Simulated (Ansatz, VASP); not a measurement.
# One calculation of HfO2, two programs

```
Hf O
1.0
    -3.60430    0.00000    0.00000
     0.00000   -3.60430    0.00000
    -1.50191    1.50191   10.52793
Hf O
4 8
Direct
  0.41595 0.58405 0.20170
  0.20760 0.79240 0.70170
  0.81178 0.18822 0.45170
  0.60343 0.39657 0.95170
  0.87569 0.62431 0.29833
  0.66734 0.83266 0.79833
  0.35204 0.14796 0.35507
  0.14369 0.35631 0.85507
  0.45622 0.04378 0.10507
  0.24787 0.25213 0.60507
  0.97986 0.52014 0.04833
  0.77151 0.72849 0.54833
```

Alike in both runs: task single point; functional PBE; k mesh 6 × 6 × 2; occupations gaussian, width 0.05 eV; no spin polarisation.

|  | VASP | Ansatz |
| --- | --- | --- |
| version | VASP 6.6.1 | Ansatz 0.2.0 |
| potentials or method | VASP PAW PBE potentials, release 64 (Hf_pv, O), cutoff 520 eV | scalar-relativistic, plane waves, PAW |
| valence electrons in the cell | 88 | 152 |

Ansatz gave:

```
gap on the k mesh at the Fermi level (eV)                     : 1.38
least direct gap on the mesh (eV)                             : 1.45
pressure (GPa)                                                : 7.4
traceless stress, the component that is largest in VASP (GPa) : 11.69
rms of the force components (eV/Å)                            : 1.822
```

Question: Estimate VASP's values.

Answer: gap on the k mesh at the Fermi level (eV): 1.37; least direct gap on the mesh (eV): 1.44; pressure (GPa): 4.3; traceless stress, the component that is largest in VASP (GPa): 11.71; rms of the force components (eV/Å): 1.806.

Atom by atom the forces differ by 0.032 eV/Å (rms over components). With one functional, cell and mesh, what is left measures potentials, basis and numerics. VASP's potentials hold 88 valence electrons a cell and Ansatz's 152, so a difference there can come from the potentials and not from the codes.

Spin-orbit coupling is off throughout.
